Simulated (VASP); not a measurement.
# Re (R-3m) in VASP: further runs

Re is run at these levels: PBE; tasks: single point.

Everything below comes from runs of VASP 6.6.1. Logs are shortened: lines on timing, memory, paths and dates and some standing lists are left out, and cuts for length are marked.

## (1) The cell of the first run

Symmetry: R-3m, No. 166, trigonal system. Conventional cell: a = 2.765 Å, b = 2.765 Å, c = 6.978 Å, α = 90.00°, β = 90.00°, γ = 120.00°. Re (site symmetry -3m) has 12 Re at 2.77 to 2.82 Å within 3.6 Å.

## (2) Single point, PBE (equal xy, yz and zx shear strains of +2 %)

Input file INCAR:

```
SYSTEM = Re
  PREC = Accurate
  ENCUT = 520
  EDIFF = 1E-6
  ISMEAR = -1
  SIGMA = 0.03
  LREAL = .FALSE.
  LASPH = .TRUE.
  NELM = 80
  ALGO = Normal
  ISIF = 2
  LWAVE = .FALSE.
  LCHARG = .FALSE.
  GGA = PE
  NBANDS = 10
```

Input file KPOINTS:

```
Automatic mesh
0
G
  14 14 14
  0 0 0
```

Input file POSCAR:

```
Re
1.0
    0.0395000000      1.9947500000      1.9947500000
    1.9947500000      0.0395000000      1.9947500000
    1.9947500000      1.9947500000      0.0395000000
Re
1
Direct
    0.0000000000      0.0000000000      0.0000000000
```

Potentials or basis: VASP PAW PBE potentials, release 64 (Re).

Started as:

```bash
cat potpaw_PBE.64/Re/POTCAR > POTCAR
mpirun -np 1 vasp_std > vasp.out
```

OUTCAR:

```text
SYSTEM = Re
   PREC = Accurate
   ENCUT = 520
   EDIFF = 1E-6
   ISMEAR = -1
   LREAL = .FALSE.
   LASPH = .TRUE.
   NELM = 80
   ISIF = 2
   GGA = PE

 ion  position               nearest neighbor table
   1  0.000  0.000  0.000-

  LATTYP: Found a trigonal (rhomboedric) cell.
 ALAT       =     2.8212790318
 COS(alpha) =     0.5197000882

  Lattice vectors:

 A1 = (   0.0395000000,   1.9947500000,   1.9947500000)
 A2 = (   1.9947500000,   0.0395000000,   1.9947500000)
 A3 = (   1.9947500000,   1.9947500000,   0.0395000000)

Analysis of symmetry for initial positions (statically):
=====================================================================
 Subroutine PRICEL returns:
 Original cell was already a primitive cell.

 Routine SETGRP: Setting up the symmetry group for a
 trigonal (rhombohedral) supercell.

 Subroutine GETGRP returns: Found 12 space group operations
 (whereof 12 operations were pure point group operations)
 out of a pool of 12 trial point group operations.

The static configuration has the point symmetry D_3d.

Analysis of symmetry for dynamics (positions and initial velocities):
=====================================================================
 Subroutine PRICEL returns:
 Original cell was already a primitive cell.

 Routine SETGRP: Setting up the symmetry group for a
 trigonal (rhombohedral) supercell.

 Subroutine GETGRP returns: Found 12 space group operations
 (whereof 12 operations were pure point group operations)
 out of a pool of 12 trial point group operations.

The dynamic configuration has the point symmetry D_3d.

 Subroutine INISYM returns: Found 12 space group operations
 (whereof 12 operations are pure point group operations),
 and found     1 'primitive' translations

----------------------------------------------------------------------------------------

                                     Primitive cell

  volume of cell :      15.4029

  direct lattice vectors                    reciprocal lattice vectors
     0.039500000  1.994750000  1.994750000    -0.258228851  0.253214698  0.253214698
     1.994750000  0.039500000  1.994750000     0.253214698 -0.258228851  0.253214698
     1.994750000  1.994750000  0.039500000     0.253214698  0.253214698 -0.258228851

  length of vectors
     2.821279032  2.821279032  2.821279032     0.441494628  0.441494628  0.441494628

[... 80 lines left out ...]
   EDIFFG = 0.1E-04   stopping-criterion for IOM
   NSW    =      0    number of steps for IOM
   IBRION =     -1    ionic relax: 0-MD 1-quasi-New 2-CG
   NFREE  =      0    steps in history (QN), initial steepest desc. (CG)
   ISIF   =      2    stress and relaxation
   ISYM   =      2    0-nonsym 1-usesym 2-fastsym
   POTIM  = 0.5000    time-step for ionic-motion
   TEBEG  =    0.0;   TEEND  =   0.0 temperature during run
   PSTRESS=    0.0 pullay stress
   NELECT =       7.0000    total number of electrons
   NUPDOWN=      -1.0000    fix difference up-down
   EMIN   =  10.00;   EMAX   =-10.00  energy-range for DOS
   EFERMI =   0.00;   METHOD = LEGACY
   ISMEAR =    -1;   SIGMA  =   0.03  broadening in eV -4-tet -1-fermi 0-gaus
   EFERMI_NEDOS =   21; number of points for ismear=-14 and -15
   IALGO  =     38    algorithm
   IMIX   =      4    mixing-type and parameters
     AMIX     =   0.40;   BMIX     =  1.00
     AMIX_MAG =   1.60;   BMIX_MAG =  1.00
  volume/ion in A,a.u.               =      15.40       103.94
  Fermi-wavevector in a.u.,A,eV,Ry     =   1.258656  2.378514 21.554537  1.584214
  Thomas-Fermi vector in A             =   2.392254
   LORBIT       =      0    0 simple, 1 ext, 2 COOP (PROOUT), +10 PAW based schemes
   GGA     = PE    functional components
   LHFCALC =     F    Hartree Fock is set to
   AEXX    =    0.0000 exact exchange contribution
   IVDW    =     0    specifies the selected vdW correction
   LEPSILON=     F    determine dielectric tensor
   LRPA    =     F    only Hartree local field effects (RPA)
 non-spin polarized calculation
  energy-cutoff  :      520.00
  volume of cell :       15.40
 maximum number of plane-waves:       426
 NGX is ok and might be reduce to    24
   NGX = 11   NGY = 11   NGZ = 11

 number of electron       7.0000000 magnetization

 Free energy of the ion-electron system (eV)
  ---------------------------------------------------
  ext. energy  EPLUGINS =         0.00000000
  ---------------------------------------------------
  free energy    TOTEN  =       -12.33539551 eV

  energy without entropy =      -12.33186923  energy(sigma->0) =      -12.33363237

 E-fermi :   7.6084     XC(G=0): -13.4788

 val. band max:        7.6052107989   @ k =   0.4286   0.4286   0.2143
 cond. band min:       7.6165524858   @ k =  -0.3571   0.5000   0.3571
 fundamental gap:      0.0113416869
 Fermi energy:         7.6084149827

 k-point     1 :       0.0000    0.0000    0.0000
  band No.  band energies     occupation
      1      -2.2165      2.00000
      2       5.4465      2.00000
      3       5.9606      2.00000
      4       5.9606      2.00000
      5       8.7866      0.00000
      6       8.7866      0.00000
      7      21.4503      0.00000
      8      26.3106      0.00000
      9      27.1588      0.00000
     10      27.1588      0.00000
[... 287 lines left out ...]
 k-point    24 :       0.2857    0.1429   -0.0000
  band No.  band energies     occupation
      1       0.5499      2.00000
      2       4.2209      2.00000
      3       6.0953      2.00000
      4       6.8731      2.00000
      5       8.4083      0.00000
      6       9.7722      0.00000
      7      22.7575      0.00000
      8      25.8161      0.00000
      9      27.4760      0.00000
     10      28.6217      0.00000

 [... further k-points ...]

------------------------ aborting loop because EDIFF is reached ----------------------------------------

  FORCE on cell =-STRESS in cart. coord.  units (eV):
  Direction    XX          YY          ZZ          XY          YZ          ZX
  --------------------------------------------------------------------------------------
  -------------------------------------------------------------------------------------
  Total       -0.8963187     -0.8963187     -0.8963187     -0.3376710     -0.3376710     -0.3376710
  in kB      -93.2333249    -93.2333249    -93.2333249    -35.1238757    -35.1238757    -35.1238757
  external PRESSURE =     -93.2333249 kB  Pullay stress =       0.0000000 kB

 VOLUME and BASIS-vectors are now :
 -----------------------------------------------------------------------------
  energy-cutoff  :      520.00
  volume of cell :       15.40
      direct lattice vectors                 reciprocal lattice vectors
     0.039500000  1.994750000  1.994750000    -0.258228851  0.253214698  0.253214698
     1.994750000  0.039500000  1.994750000     0.253214698 -0.258228851  0.253214698
     1.994750000  1.994750000  0.039500000     0.253214698  0.253214698 -0.258228851

 POSITION                                       TOTAL-FORCE (eV/Angst)
 -----------------------------------------------------------------------------------
      0.00000      0.00000      0.00000         0.000000      0.000000     -0.000000
 -----------------------------------------------------------------------------------
    total drift:                               -0.000000     -0.000000     -0.000000

  FREE ENERGIE OF THE ION-ELECTRON SYSTEM (eV)
  ---------------------------------------------------
  free  energy   TOTEN  =       -12.3353955076 eV

  energy  without entropy=      -12.3318692289  energy(sigma->0) =      -12.33363237
```

stdout:

```text
POSCAR found type information on POSCAR Re
 POSCAR found :  1 types and       1 ions
 scaLAPACK will be used
 LDA part: xc-table for (Slater+PW92), standard interpolation
 POSCAR, INCAR and KPOINTS ok, starting setup
 FFT: planning ... GRIDC
 FFT: planning ... GRID_SOFT
 FFT: planning ... GRID
 WAVECAR not read
 entering main loop
```

It took 22 s on 1 thread of Intel Xeon Platinum 8375C at 2.90GHz (Ice Lake), shared host; peak memory 0.17 GiB.

Results:

```yaml
Free_energy: -12.3354 eV
Pressure: -9.3 GPa
Band_gap_on_the_k_mesh: zero (an odd number of electrons rules out a gap without spin polarisation)
```

Levels at points of the mesh, in eV from the Fermi level:
```
           k point  band 1  band 2  band 3  band 4  band 5  band 6  band 7  band 8
(0.00, 0.00, 0.00)   -9.82   -2.16   -1.65   -1.65    1.18    1.18   13.84   18.70
(0.50, 0.00, 0.00)   -6.55   -2.30   -1.76    0.24    3.34    3.78    9.47   13.27
(0.50, 0.50, 0.00)   -6.45   -5.62    2.60    3.44    4.20    4.28   11.56   12.23
(0.50, 0.50, 0.50)   -6.63   -1.90   -1.90   -0.17    3.44    3.44    8.87   13.60
```

Caveat: the cell differs from its parent crystal (equal xy, yz and zx shear strains of +2 %); the cell stands under tension; spin-orbit coupling is left out, which moves the levels of the heavy elements.

## (3) Single point, PBE (equal xy, yz and zx shear strains of -2 %)

Input file INCAR:

```
SYSTEM = Re
  PREC = Accurate
  ENCUT = 520
  EDIFF = 1E-6
  ISMEAR = -1
  SIGMA = 0.03
  LREAL = .False.
  LASPH = .True.
  NELM = 60
  ALGO = Normal
  ISIF = 2
  LWAVE = .False.
  LCHARG = .True.
  GGA = PE
  LELF = .True.
  LVHAR = .True.
  NBANDS = 10
```

Input file KPOINTS:

```
Automatic mesh
0
Gamma
  14 14 14
  0 0 0
```

Input file POSCAR:

```
Re
1.0
   -0.0395000000      1.9552500000      1.9552500000
    1.9552500000     -0.0395000000      1.9552500000
    1.9552500000      1.9552500000     -0.0395000000
Re
1
Direct
    0.0000000000      0.0000000000      0.0000000000
```

Potentials or basis: VASP PAW PBE potentials, release 64 (Re).

Started as:

```bash
cat potpaw_PBE.64/Re/POTCAR > POTCAR
mpirun -np 1 vasp_std > vasp.out
```

It took 26 s on 1 thread of Intel Xeon Platinum 8375C at 2.90GHz (Ice Lake), shared host; peak memory 0.18 GiB.

Results (log left out):

```
Free energy            : -12.3364 eV
Pressure               : -9.4 GPa
Band gap on the k mesh : zero (an odd number of electrons rules out a gap without spin polarisation)
```

Stress tensor (GPa, compression positive):
```
-9.36  3.18  3.18
 3.18 -9.36  3.18
 3.18  3.18 -9.36
```

Levels at points of the mesh, in eV from the Fermi level:
| k point | band 2 | band 3 | band 4 | band 5 | band 6 | band 7 |
| --- | --- | --- | --- | --- | --- | --- |
| (0.00, 0.00, 0.00) | -2.00 | -2.00 | -1.44 | 1.18 | 1.18 | 13.85 |
| (0.50, 0.00, 0.00) | -2.23 | -1.68 | 0.04 | 3.30 | 3.68 | 9.19 |
| (0.50, 0.50, 0.00) | -5.61 | 2.61 | 3.45 | 4.22 | 4.28 | 11.56 |
| (0.50, 0.50, 0.50) | -2.11 | -2.11 | 0.46 | 3.67 | 3.67 | 9.74 |

Caveat: the cell differs from its parent crystal (equal xy, yz and zx shear strains of -2 %); the cell stands under tension; spin-orbit coupling is left out, which moves the levels of the heavy elements.

## (4) Single point, PBE (equal xy, yz and zx shear strains of +1 %)

Input file INCAR:

```
ALGO = Normal
EDIFF = 1E-7
ENCUT = 520
GGA = PE
ISIF = 2
ISMEAR = -1
LASPH = T
LCHARG = F
LREAL = F
LWAVE = F
NBANDS = 10
NELM = 60
PREC = Accurate
SIGMA = 0.03
```

Input file KPOINTS:

```
k-points
0
Gamma
  14 14 14
```

Input file POSCAR:

```
Re
1.0
    0.0197500000      1.9848750000      1.9848750000
    1.9848750000      0.0197500000      1.9848750000
    1.9848750000      1.9848750000      0.0197500000
Re
1
Direct
    0.0000000000      0.0000000000      0.0000000000
```

Started as:

```bash
cat potpaw_PBE.64/Re/POTCAR > POTCAR
mpirun -np 1 vasp_std > vasp.out
```

It took 26 s on 1 thread of Intel Xeon Platinum 8375C at 2.90GHz (Ice Lake), shared host; peak memory 0.18 GiB.

Results (log left out):

| Quantity | Value |
| --- | --- |
| Free energy | -12.3425 eV |
| Pressure | -9.7 GPa |
| Band gap on the k mesh | zero (an odd number of electrons rules out a gap without spin polarisation) |

Stress tensor (GPa, compression positive):
```
-9.69 -1.54 -1.54
-1.54 -9.69 -1.54
-1.54 -1.54 -9.69
```

Levels at points of the mesh, in eV from the Fermi level:
```tsv
k point	band 2	band 3	band 4	band 5	band 6	band 7
(0.00, 0.00, 0.00)	-1.97	-1.70	-1.70	1.19	1.19	13.87
(0.50, 0.00, 0.00)	-2.13	-1.86	0.21	3.47	3.68	9.40
(0.50, 0.50, 0.00)	-5.59	2.62	3.50	4.24	4.27	11.74
(0.50, 0.50, 0.50)	-1.93	-1.93	0.00	3.50	3.50	9.10
```

Caveat: the cell differs from its parent crystal (equal xy, yz and zx shear strains of +1 %); the cell stands under tension; spin-orbit coupling is left out, which moves the levels of the heavy elements.

## (5) Summary

```csv
cell,gap on the mesh (eV),pressure (GPa)
"a = 2.821 Å, angles 58.7°, 1 atom",none,-9.3
"a = 2.765 Å, angles 61.3°, 1 atom",none,-9.4
"a = 2.807 Å, angles 59.3°, 1 atom",none,-9.7
```

Alike in all rows: task single point; level PBE; potentials or basis VASP PAW PBE potentials, release 64 (Re); no spin polarisation; k mesh 14 × 14 × 14; cutoff (eV) 520; smearing fermi-dirac 0.03 eV.

Caveats: the cell stands under tension; spin-orbit coupling is left out, which moves the levels of the heavy elements.

Absolute energies hang on the potentials; compare differences alone.
